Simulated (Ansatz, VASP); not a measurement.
**Na4Os: VASP beside Ansatz**

INCAR

```
SYSTEM = Na4Os
ALGO     = Normal         ! electronic algorithm
EDIFF    = 1E-7           ! SCF threshold, eV
EDIFFG   = -0.04          ! ionic threshold
ENCUT    = 600            ! plane-wave cutoff, eV
GGA      = PE             ! functional
GGA_COMPAT= .False.      
IBRION   = 2              ! ionic algorithm
ISIF     = 3              ! what is computed and relaxed
ISMEAR   = 0              ! smearing method
LASPH    = .True.         ! aspherical terms in the spheres
LCHARG   = .False.        ! write CHGCAR
LREAL    = .False.        ! projectors in reciprocal space
LWAVE    = .False.        ! write WAVECAR
NELM     = 120            ! most SCF steps
NELMIN   = 4            
NSW      = 90             ! ionic steps
PREC     = Accurate       ! precision mode
SIGMA    = 0.1            ! smearing width, eV
```

The input KPOINTS:

```
k-points
0
Gamma
  4 4 4
  0 0 0
```

File POSCAR:

```
Na4Os
1.0
    4.7274055300      0.0000000000      0.0000000000
    0.0000000000      4.7274055300      0.0000000000
    0.0000000000      0.0000000000      4.7274055300
Na Os
4 1
Direct
    0.2500000000      0.2500000000      0.2500000000
    0.7500000000      0.7500000000      0.2500000000
    0.2500000000      0.7500000000      0.7500000000
    0.7500000000      0.2500000000      0.7500000000
    0.0000000000      0.0000000000      0.0000000000
```

Input for Ansatz:

```yaml
crystal:
  lattice:
    - [4.72740553, 0.0, 0.0]
    - [0.0, 4.72740553, 0.0]
    - [0.0, 0.0, 4.72740553]
  atoms:
    - { symbol: Na, position: [0.25, 0.25, 0.25] }
    - { symbol: Na, position: [0.75, 0.75, 0.25] }
    - { symbol: Na, position: [0.25, 0.75, 0.75] }
    - { symbol: Na, position: [0.75, 0.25, 0.75] }
    - { symbol: Os, position: [0.0, 0.0, 0.0] }
basis:
  ecutwfc: 420
kpoints:
  mp_grid: { grid: [4, 4, 4] }
hamiltonian:
  xc: pbe
scf:
  occupations: { method: gaussian, width: 0.1 }
  lower_state_search: "off"
output:
  forces: true
  stress: true
  eigenvalues: true
relax:
  adjacent_minimum: "off"
  f_tol: 0.04
  max_steps: 70
  cell: { stress_tol: 0.4 }
```

Change from the starting cell: species swapped into the SnI4 type (P-43m, No. 215).

Alike in both runs: task relaxation of cell and atoms; functional PBE; k mesh 4 × 4 × 4; occupations gaussian, width 0.1 eV; no spin polarisation.

|  | VASP | Ansatz |
| --- | --- | --- |
| version | VASP 6.6.1 | Ansatz 0.2.0 |
| potentials or method | VASP PAW PBE potentials, release 64 (Na_pv, Os), cutoff 600 eV | scalar-relativistic, plane waves, PAW |
| valence electrons in the cell | 36 | 52 |

```tsv
	VASP	Ansatz	Ansatz less VASP
gap on the k mesh at the Fermi level, each at its own relaxed structure (eV)	none	none	-
relaxed volume (Å³/atom)	33.59	34.14	+0.548
relaxed cell length with the largest relative difference (Å)	5.517	5.547	+0.0298
```

A gap of «none» marks a metal or a gap that the smearing closes. VASP's potentials hold 36 valence electrons a cell and Ansatz's 52, so a difference there can come from the potentials and not from the codes.

Spin-orbit coupling is off throughout. Noted on VASP's run: the volume moved by over 15 % at a fixed basis, so the end points are rough.
